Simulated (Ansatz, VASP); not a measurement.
# Pt in VASP and in Ansatz

File INCAR:

```
PREC = Accurate
ENCUT = 500
EDIFF = 1E-6
ISMEAR = 1
SIGMA = 0.01
LREAL = F
LASPH = T
NELM = 200
ALGO = Normal
ISIF = 2
LWAVE = F
LCHARG = T
LNONCOLLINEAR = T
MAGMOM = -0.051 -0.199 -0.079
LORBIT = 11
LMAXMIX = 4
GGA = LIBXC
LIBXC1 = GGA_X_PBE
LIBXC2 = LDA_C_PW
LVHAR = T
NBANDS = 21
GGA_COMPAT = F
```

File KPOINTS:

```
Automatic mesh
0
Gamma
  9 9 9
```

Contents of POSCAR:

```
Pt
1.0
    0.0000000000      1.9609000000      1.9609000000
    1.9609000000      0.0000000000      1.9609000000
    1.9609000000      1.9609000000      0.0000000000
Pt
1
Direct
    0.0000000000      0.0000000000      0.0000000000
```

Contents of input.yaml:

```yaml
crystal:
  lattice:
    - [0.0, 1.9609, 1.9609]
    - [1.9609, 0.0, 1.9609]
    - [1.9609, 1.9609, 0.0]
  atoms:
    - { symbol: Pt, position: [0.0, 0.0, 0.0], spin: 0.22, spin_axis: [-0.231715, -0.904144, -0.358932] }
kpoints:
  mp_grid: { grid: [9, 9, 9] }
scf:
  occupations: { method: cold, width: 0.01 }
hamiltonian:
  xc: { exchange: pbe, correlation: lda }
  pseudopotentials: { kind: all_electron, lapw: { basis_error: 0.002 } }
magnetization:
  noncollinear: true
output:
  forces: true
  stress: true
  eigenvalues: true
```

Alike in both runs: task single point; functional pbe exchange, lda correlation; k mesh 9 × 9 × 9; non-collinear spin.

|  | VASP | Ansatz |
| --- | --- | --- |
| version | VASP 6.6.1 | Ansatz 0.2.0 |
| potentials or method | VASP PAW PBE potentials, release 64 (Pt), cutoff 500 eV | all-electron LAPW, scalar-relativistic |
| occupations | methfessel-paxton of order 1, width 0.01 eV | cold, width 0.01 eV |

VASP gave:

```
gap on the k mesh at the Fermi level (eV) : none
pressure (GPa)                            : 29.8
net moment per atom (μB)                  : 0.03
```

Q: Estimate Ansatz's values.

A: gap on the k mesh at the Fermi level (eV): none; pressure (GPa): 30.2; net moment per atom (μB): 0.02.

VASP's potentials were made for PBE, not for pbe exchange, lda correlation. A gap of «none» marks a metal or a gap that the smearing closes. Both programs put the cell under a high pressure, so it lies far from rest at this level. Ansatz ran all-electron here, and VASP with PAW potentials.

Neither program's run includes spin-orbit coupling. Noted on Ansatz's run: the program listed the state as in doubt; the k mesh is thin for a metal, which can move the energy by tens of meV per atom.
